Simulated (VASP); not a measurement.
# B: single point with PBE

B:

```
CELL_PARAMETERS angstrom
0.00000 1.43307 1.43307
1.43307 0.00000 1.43307
1.43307 1.43307 0.00000
ATOMIC_POSITIONS crystal
B 0.00000 0.00000 0.00000
```

- Program: VASP 6.6.1
- Task: single point
- Functional: PBE
- Potentials or basis: VASP PAW PBE potentials, release 64 (B)
- Cutoff: 520 eV
- k mesh: 24 × 24 × 24
- Occupations: fermi-dirac, width 0.05 eV
- Spin: no spin polarisation

```
Pressure : 0.0 GPa
```

Levels at points of the mesh, in eV from the Fermi level:
| k point | band 1 | band 2 | band 3 | band 4 | band 5 |
| --- | --- | --- | --- | --- | --- |
| (0.00, 0.00, 0.00) | -19.19 | 16.00 | 16.00 | 16.00 | 32.50 |
| (0.50, 0.00, 0.00) | -10.01 | -5.65 | 13.05 | 13.05 | 29.26 |
| (0.50, 0.50, 0.00) | -7.21 | -0.26 | 6.11 | 6.11 | 16.01 |

Wall time 3.8 s on 1 thread of Intel(R) Xeon(R) 6975P-C (Granite Rapids), on a shared host, peak memory 0.12 GiB.
